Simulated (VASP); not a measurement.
# B in VASP: a series of runs, part 3 of 3

VASP 6.6.1.

## 5. Single point, PBE

This run uses another cell than the first one, of the same volume but with other edges.

Contents of INCAR:

```
PREC = Accurate ; ENCUT = 520
EDIFF = 1E-7 ; ISMEAR = 0
SIGMA = 0.2 ; LREAL = F
LASPH = T ; NELM = 60
ALGO = Normal ; ISIF = 2
LWAVE = F ; LCHARG = T
GGA = PE ; LELF = T
LVHAR = T ; NBANDS = 22
```

Contents of KPOINTS:

```
regular mesh
0
Gamma
  12 6 4
```

Contents of POSCAR:

```
B
1.0
   -0.0001139537     -0.0002103509     -1.9032912614
   -0.0032311163     -4.0115219513      0.0006087818
   -8.0203571700     -0.0065548555      0.0006235380
B
8
Direct
   -0.0001086119      0.7862785229      0.7497849519
    0.0003152571      0.7863005816      0.2498234378
   -0.0003668760      0.2138407325      0.7501927818
    0.0000445978      0.2136921176      0.2501801961
    0.4999808313      0.5002375055      0.6070239715
    0.5001197238      0.5001677567      0.1070442338
    0.4998326996      0.4997805268      0.8929629403
    0.5001823783      0.4997022563      0.3929874867
```

Potentials or basis: VASP PAW PBE potentials, release 64 (B).

Started as:

```sh
cat potpaw_PBE.64/B/POTCAR > POTCAR
mpirun -np 1 vasp_std > vasp.out
```

OUTCAR:

```text
PREC = Accurate
   ENCUT = 520
   EDIFF = 1E-7
   ISMEAR = 0
   LREAL = F
   LASPH = T
   NELM = 60
   ISIF = 2
   GGA = PE

 ion  position               nearest neighbor table
   1  1.000  0.786  0.750-   3 1.72   5 1.88   5 1.88   7 1.88   7 1.88
   2  0.000  0.786  0.250-   4 1.71   6 1.88   6 1.88   8 1.88   8 1.88
   3  1.000  0.214  0.750-   1 1.72   7 1.88   7 1.88   5 1.88   5 1.88
   4  0.000  0.214  0.250-   2 1.71   8 1.88   8 1.88   6 1.88   6 1.88
   5  0.500  0.500  0.607-   8 1.72   1 1.88   1 1.88   3 1.88   3 1.88
   6  0.500  0.500  0.107-   7 1.72   2 1.88   2 1.88   4 1.88   4 1.88
   7  0.500  0.500  0.893-   6 1.72   3 1.88   3 1.88   1 1.88   1 1.88
   8  0.500  0.500  0.393-   5 1.72   4 1.88   4 1.88   2 1.88   2 1.88

  LATTYP: Found a simple monoclinic cell.
 ALAT       =     8.9618118480
 B/A-ratio  =     0.2123779553
 C/A-ratio  =     1.8443150999
 COS(beta)  =    -0.9761253405

  Lattice vectors:

 A1 = (  -8.0171260537,   4.0049670958,   0.0000147562)
 A2 = (   0.0001139537,   0.0002103509,   1.9032912614)
 A3 = (  16.0374832237,  -3.9984122403,  -0.0006382942)

Analysis of symmetry for initial positions (statically):
=====================================================================
 Subroutine PRICEL returns:
 Original cell was already a primitive cell.

 Routine SETGRP: Setting up the symmetry group for a
 simple monoclinic supercell.

 Subroutine GETGRP returns: Found  1 space group operations
 (whereof  1 operations were pure point group operations)
 out of a pool of  4 trial point group operations.

The static configuration has the point symmetry C_1 .

Analysis of symmetry for dynamics (positions and initial velocities):
=====================================================================
 Subroutine PRICEL returns:
 Original cell was already a primitive cell.

 Routine SETGRP: Setting up the symmetry group for a
 simple monoclinic supercell.

 Subroutine GETGRP returns: Found  1 space group operations
 (whereof  1 operations were pure point group operations)
 out of a pool of  4 trial point group operations.

The dynamic configuration has the point symmetry C_1 .

 Subroutine INISYM returns: Found  1 space group operations
 (whereof  1 operations are pure point group operations),
 and found     1 'primitive' translations

----------------------------------------------------------------------------------------

                                     Primitive cell

  volume of cell :      61.2361

  direct lattice vectors                    reciprocal lattice vectors
    -0.000113954 -0.000210351 -1.903291261    -0.000040782 -0.000079702 -0.525405648
    -0.003231116 -4.011521951  0.000608782     0.000203735 -0.249282106  0.000027538
    -8.020357170 -0.006554855  0.000623538    -0.124682808  0.000100428  0.000007454

  length of vectors
     1.903291276  4.011523299  8.020359873     0.525405656  0.249282191  0.124682849

  position of ions in fractional coordinates (direct lattice)
     0.999891388  0.786278523  0.749784952
     0.000315257  0.786300582  0.249823438
     0.999633124  0.213840733  0.750192782
     0.000044598  0.213692118  0.250180196
     0.499980831  0.500237506  0.607023971
[... 57 lines left out ...]

 Found    148 irreducible k-points:

 Following reciprocal coordinates:
            Coordinates               Weight
  0.000000  0.000000  0.000000      1.000000
  0.083333  0.000000  0.000000      2.000000
  0.166667 -0.000000  0.000000      2.000000
  0.250000  0.000000  0.000000      2.000000
  0.333333 -0.000000  0.000000      2.000000
  0.416667  0.000000  0.000000      2.000000
[... 16 lines left out ...]
  0.250000  0.333333 -0.000000      2.000000
  0.333333  0.333333 -0.000000      2.000000
 [... further k-points ...]
   k-points           NKPTS =    148   k-points in BZ     NKDIM =    148   number of bands    NBANDS=     22
   number of dos      NEDOS =    301   number of ions     NIONS =      8
   total plane-waves  NPLWV =  25200
   dimension x,y,z NGX =    14 NGY =   30 NGZ =   60
   dimension x,y,z NGXF=    28 NGYF=   60 NGZF=  120
   ions per type =               8
   NGX,Y,Z   is equivalent  to a cutoff of  12.23, 12.43, 12.44 a.u.
   NGXF,Y,Z  is equivalent  to a cutoff of  24.46, 24.87, 24.87 a.u.
 SYSTEM =  unknown system
   PREC   = accura    normal or accurate (medium, high low for compatibility)
   ISTART =      0    job   : 0-new  1-cont  2-samecut
   ICHARG =      2    charge: 1-file 2-atom 10-const
   ISPIN  =      1    spin polarized calculation?
   LNONCOLLINEAR =      F non collinear calculations
   LSORBIT =      F    spin-orbit coupling
   LASPH  =      T    aspherical Exc in radial PAW
   ENCUT  =  520.0 eV  38.22 Ry    6.18 a.u.   3.54  7.46 14.91*2*pi/ulx,y,z
   NELM   =     60;   NELMIN=  2; NELMDL= -5     # of ELM steps
   EDIFF  = 0.1E-06   stopping-criterion for ELM
   LREAL  =      F    real-space projection
   EDIFFG = 0.1E-05   stopping-criterion for IOM
   NSW    =      0    number of steps for IOM
   IBRION =     -1    ionic relax: 0-MD 1-quasi-New 2-CG
   NFREE  =      0    steps in history (QN), initial steepest desc. (CG)
   ISIF   =      2    stress and relaxation
   ISYM   =      2    0-nonsym 1-usesym 2-fastsym
   POTIM  = 0.5000    time-step for ionic-motion
   TEBEG  =    0.0;   TEEND  =   0.0 temperature during run
   PSTRESS=    0.0 pullay stress
   NELECT =      24.0000    total number of electrons
   NUPDOWN=      -1.0000    fix difference up-down
   EMIN   =  10.00;   EMAX   =-10.00  energy-range for DOS
   EFERMI =   0.00;   METHOD = LEGACY
   ISMEAR =     0;   SIGMA  =   0.20  broadening in eV -4-tet -1-fermi 0-gaus
   EFERMI_NEDOS =   21; number of points for ismear=-14 and -15
   IALGO  =     38    algorithm
   IMIX   =      4    mixing-type and parameters
     AMIX     =   0.40;   BMIX     =  1.00
     AMIX_MAG =   1.60;   BMIX_MAG =  1.00
  volume/ion in A,a.u.               =       7.65        51.66
  Fermi-wavevector in a.u.,A,eV,Ry     =   1.198053  2.263992 19.528857  1.435331
  Thomas-Fermi vector in A             =   2.333952
   LORBIT       =      0    0 simple, 1 ext, 2 COOP (PROOUT), +10 PAW based schemes
   GGA     = PE    functional components
   LHFCALC =     F    Hartree Fock is set to
   AEXX    =    0.0000 exact exchange contribution
   IVDW    =     0    specifies the selected vdW correction
   LEPSILON=     F    determine dielectric tensor
   LRPA    =     F    only Hartree local field effects (RPA)
 non-spin polarized calculation
 Gauss-broadening in eV      SIGMA  =   0.20
  energy-cutoff  :      520.00
  volume of cell :       61.24
 maximum number of plane-waves:      1675
   NGX =  7   NGY = 15   NGZ = 29

 number of electron      23.9999999 magnetization

 Free energy of the ion-electron system (eV)
  ---------------------------------------------------
  ext. energy  EPLUGINS =         0.00000000
  ---------------------------------------------------
  free energy    TOTEN  =       -49.96073289 eV

  energy without entropy =      -49.93112347  energy(sigma->0) =      -49.94592818

 E-fermi :   5.5567     XC(G=0): -11.1722

 val. band max:        5.5557493100   @ k =  -0.2500   0.5000   0.2500
 cond. band min:       5.5569870638   @ k =   0.3333  -0.3333   0.2500
 fundamental gap:      0.0012377538
 Fermi energy:         5.5566871353

 k-point     1 :       0.0000    0.0000    0.0000
  band No.  band energies     occupation
      1     -10.7714      2.00000
      2     -10.1683      2.00000
      3      -6.4736      2.00000
      4      -2.6798      2.00000
      5      -2.6009      2.00000
      6      -2.5857      2.00000
[... 589 lines left out ...]
     21      13.7261      0.00000
     22      13.9300      0.00000

 [... further k-points ...]
[... 5 lines left out ...]
  --------------------------------------------------------------------------------------
  -------------------------------------------------------------------------------------
  Total       -0.0002218      0.0195516     -0.0156685     -0.0264625     -0.0001075      0.0018349
  in kB       -0.0058033      0.5115455     -0.4099497     -0.6923623     -0.0028115      0.0480071
  external PRESSURE =       0.0319308 kB  Pullay stress =       0.0000000 kB

 VOLUME and BASIS-vectors are now :
 -----------------------------------------------------------------------------
  energy-cutoff  :      520.00
  volume of cell :       61.24
      direct lattice vectors                 reciprocal lattice vectors
    -0.000113954 -0.000210351 -1.903291261    -0.000040782 -0.000079702 -0.525405648
    -0.003231116 -4.011521951  0.000608782     0.000203735 -0.249282106  0.000027538
    -8.020357170 -0.006554855  0.000623538    -0.124682808  0.000100428  0.000007454

 POSITION                                       TOTAL-FORCE (eV/Angst)
 -----------------------------------------------------------------------------------
     -6.01620     -3.15930     -1.90214        -0.007339     -0.000440     -0.000212
     -2.00621     -3.15590      0.00003        -0.005765      0.012132      0.002014
     -6.01762     -0.86295     -1.90200         0.006545      0.003443     -0.002972
     -2.00722     -0.85887      0.00020         0.004415     -0.008590     -0.000892
     -4.87022     -2.01080     -0.95093        -0.003442      0.000443      0.001201
     -0.86021     -2.00724     -0.95150        -0.001325     -0.001381      0.000433
     -7.16355     -2.01084     -0.95047        -0.000706     -0.002384     -0.000654
     -3.15357     -2.00725     -0.95144         0.007618     -0.003223      0.001082
 -----------------------------------------------------------------------------------
    total drift:                                0.000002      0.000000     -0.000000

  FREE ENERGIE OF THE ION-ELECTRON SYSTEM (eV)
  ---------------------------------------------------
  free  energy   TOTEN  =       -49.9607328903 eV

  energy  without entropy=      -49.9311234725  energy(sigma->0) =      -49.94592818
```

Wall time 2.6 min (1 thread of Intel Xeon 6975P-C (Granite Rapids), shared host); peak memory 0.25 GiB.

Results:

```
Free energy            : -49.9607 eV
Pressure               : 0.0 GPa
Largest force          : 0.014 eV/Å
Band gap on the k mesh : zero (bands 12 and 13 overlap by 0.45 eV)
```

Forces on the atoms (eV/Å):
```
B   -0.007  0.000  0.000
B   -0.006  0.012  0.002
B    0.007  0.003 -0.003
B    0.004 -0.009 -0.001
B   -0.003  0.000  0.001
B   -0.001 -0.001  0.000
B   -0.001 -0.002 -0.001
B    0.008 -0.003  0.001
```

## 6. Relaxation of cell and atoms, PBE

This run uses another cell than the first one: it holds 4 atoms, not 8.

Contents of INCAR:

```
PREC = Accurate
ENCUT = 600
EDIFF = 1E-7
ISMEAR = 0
SIGMA = 0.1
LREAL = False
LASPH = True
NELM = 80
ALGO = Normal
ISIF = 3
LWAVE = False
LCHARG = False
GGA = PE
IBRION = 2
NSW = 100
EDIFFG = -0.01
```

Contents of KPOINTS:

```
Automatic mesh
0
Gamma
  12 12 24
```

Contents of POSCAR:

```
B
1.0
    4.0151090221      0.0000000000      0.0000000000
    0.0000000000      4.0151090221      0.0000000000
    0.0000000000      0.0000000000      1.8984209514
B
4
Direct
    0.5000000000      0.2138088321      0.0000000000
    0.5000000000      0.7861911679      0.0000000000
    0.7861911679      0.5000000000      0.5000000000
    0.2138088321      0.5000000000      0.5000000000
```

Potentials or basis: VASP PAW PBE potentials, release 64 (B).

Started as:

```sh
cat potpaw_PBE.64/B/POTCAR > POTCAR
mpirun -np 1 vasp_std > vasp.out
```

It took 3.3 min on 1 thread of Intel Xeon 6975P-C (Granite Rapids), shared host; peak memory 0.22 GiB.

It converged, with:

```
Free energy                           : -24.9706 eV
Relaxed volume                        : 7.64 Å³/atom
Relaxed cell                          : a = 4.022 Å, b = 4.022 Å, c = 1.889 Å, α = 90.00°, β = 90.00°, γ = 90.00°
Space group after relaxing (to 0.1 Å) : P4_2/mmc (No. 131)
Energy gained by relaxing             : 0.5 meV/atom
Ionic steps                           : 5
Pressure after relaxing               : 0.0 GPa
Band gap on the k mesh                : zero (bands 6 and 7 overlap by 0.93 eV)
```

The path:
```csv
step,energy change (eV),largest force (eV/Å),pressure (GPa),volume (Å³)
1,0.0000,0.1066,-0.33,30.60
2,-0.0016,0.1006,0.24,30.54
3,-0.0020,0.0359,0.06,30.56
4,-0.0020,0.0254,0.03,30.56
5,-0.0021,0.0004,0.04,30.56
```

Final structure:
```
B
1.0
     4.02203    0.00000    0.00000
     0.00000    4.02203    0.00000
     0.00000    0.00000    1.88915
B
4
Direct
  0.50000 0.21310 0.00000
  0.50000 0.78690 0.00000
  0.78690 0.50000 0.50000
  0.21310 0.50000 0.50000
```

Levels at points of the mesh, in eV from the Fermi level:
| k point | band 2 | band 3 | band 4 | band 5 | band 6 | band 7 | band 8 | band 9 | band 10 |
| --- | --- | --- | --- | --- | --- | --- | --- | --- | --- |
| (0.00, 0.00, 0.00) | -8.44 | -8.32 | -8.32 | -8.11 | -2.60 | 4.39 | 4.39 | 7.15 | 12.14 |
| (0.50, 0.00, 0.00) | -12.19 | -8.13 | -7.48 | -4.88 | -3.02 | 3.08 | 5.02 | 10.05 | 10.96 |
| (0.50, 0.50, 0.00) | -11.73 | -11.73 | -7.03 | -2.02 | -2.02 | 4.65 | 5.99 | 6.55 | 9.36 |
| (0.00, 0.00, 0.50) | -8.71 | -3.38 | -3.38 | -1.04 | -1.04 | 3.86 | 3.86 | 4.04 | 4.04 |
| (0.50, 0.00, 0.50) | -7.32 | -6.26 | -3.00 | -1.93 | -0.91 | 3.62 | 3.91 | 4.61 | 5.68 |
| (0.50, 0.50, 0.50) | -7.18 | -6.01 | -6.01 | -1.66 | -1.66 | 2.57 | 2.57 | 6.16 | 6.16 |

## 7. Summary

```csv
task,cell,k mesh,cutoff (eV),smearing,gap on the mesh (eV),pressure (GPa),largest force (eV/Å)
single point,"a = 4.441 Å, angles 100.5, 100.5, 129.4°, 8 atoms, atomic positions A",6 × 6 × 6,520,gaussian 0.1 eV,none,0.0,-
single point,"a = 4.023, b = 4.023, c = 1.889 Å, 4 atoms, atomic positions B",12 × 12 × 24,520,gaussian 0.1 eV,none,0.0,-
single point,"a = 1.889, b = 4.023, c = 8.045 Å, 8 atoms, atomic positions C",12 × 6 × 4,520,gaussian 0.2 eV,none,0.3,0.13
single point,"a = 1.903, b = 4.012, c = 8.020 Å, angles 89.9, 90.0, 90.0°, 8 atoms, atomic positions C",12 × 6 × 4,520,gaussian 0.2 eV,none,0.0,0.01
relaxation of cell and atoms,"relaxed from a = 4.015, b = 4.015, c = 1.898 Å, 4 atoms, atomic positions B",12 × 12 × 24,600,gaussian 0.1 eV,none,0.0,-
```

Alike in all rows: level PBE; potentials or basis VASP PAW PBE potentials, release 64 (B); no spin polarisation.

Total energies depend on the potentials used, so only differences within one code and one set of settings carry meaning.
